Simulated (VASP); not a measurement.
SiC (an interface model), 24 atoms in the cell. The cell holds layers of an interface, 24 atoms: a = 3.081 Å, b = 7.546 Å, c = 10.672 Å, α = 90.00°, β = 90.00°, γ = 90.00°. 

```yaml
Program: VASP 6.6.1
Task: single point
Functional: PBEsol
Potentials_or_basis: VASP PAW PBE potentials, release 64 (Si, C)
Cutoff: 520 eV
k_mesh: 10 × 4 × 3
Occupations: gaussian, width 0.05 eV
Spin: no spin polarisation
Dipole_correction: no
Further_INCAR_settings: LREAL = Auto; ALGO = Normal; EDIFF = 1e-07; NBANDS = 66
```

Potentials or basis: VASP PAW PBE potentials, release 64 (Si, C).

Run with:

```sh
$ cat potpaw_PBE.64/Si/POTCAR potpaw_PBE.64/C/POTCAR > POTCAR
$ mpirun -np 1 vasp_std > vasp.out
```

Hardware: 1 thread of AMD EPYC 7R43 64-Core Processor (Zen 3), on a shared host.

Estimate the wall time of this run.

It took 14 min on 1 thread of AMD EPYC 7R43 64-Core Processor (Zen 3), on a shared host, peak memory 0.52 GiB. Counts: scf iterations 16, k points 42.
